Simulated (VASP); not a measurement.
Wanted: the native input for a VASP 6.6.1 run.

- Task: single point
- Functional: PBE
- Potentials or basis: VASP PAW PBE potentials, release 64 (Sb)
- Cutoff: 520 eV
- k mesh: 16 × 16 × 16
- Occupations: gaussian, width 0.15 eV
- Spin: no spin polarisation
- Dipole correction: no
- Further INCAR settings: ALGO = Normal; EDIFF = 1e-06; NBANDS = 8

The structure of Sb lies in POSCAR:

```
Sb
1.0
    3.1600000000      0.0000000000      0.0000000000
    0.0000000000      3.2074000000      0.0000000000
    0.0000000000      0.0000000000      3.1600000000
Sb
1
Direct
    0.0000000000      0.0000000000      0.0000000000
```

This isn't the form of Sb at room conditions, which is rhombohedral.

This cell differs from its parent crystal: strain +0.0150 x Voigt [0, 1, 0, 0, 0, 0].

These files were run (other wordings do the same):

INCAR

```
PREC     = Accurate       # precision mode
ENCUT    = 520            # plane-wave cutoff, eV
EDIFF    = 1E-6           # SCF threshold, eV
ISMEAR   = 0              # smearing method
SIGMA    = 0.15           # smearing width, eV
LREAL    = False          # projectors in reciprocal space
LASPH    = True           # aspherical terms in the spheres
NELM     = 60             # most SCF steps
ALGO     = Normal         # electronic algorithm
ISIF     = 2              # what is computed and relaxed
LWAVE    = False          # write WAVECAR
LCHARG   = False          # write CHGCAR
GGA      = PE             # functional
NBANDS   = 8              # bands
```

KPOINTS

```
Automatic mesh
0
Gamma
  16 16 16
```

Potentials or basis: VASP PAW PBE potentials, release 64 (Sb).

The run is started by

```bash
$ cat potpaw_PBE.64/Sb/POTCAR > POTCAR
$ mpirun -np 1 vasp_std > vasp.out
```

Results of the run:

```
Pressure               : -3.1 GPa
Band gap on the k mesh : zero (an odd number of electrons rules out a gap without spin polarisation)
```

Caveat: the cell differs from its parent crystal (strain +0.0150 x Voigt [0, 1, 0, 0, 0, 0]); the cell stands under tension; spin-orbit coupling is left out, which moves the levels of the heavy elements.

Wall time 65 s on 1 thread of Intel Xeon 8259CL, with other jobs on the host, peak memory 0.22 GiB.
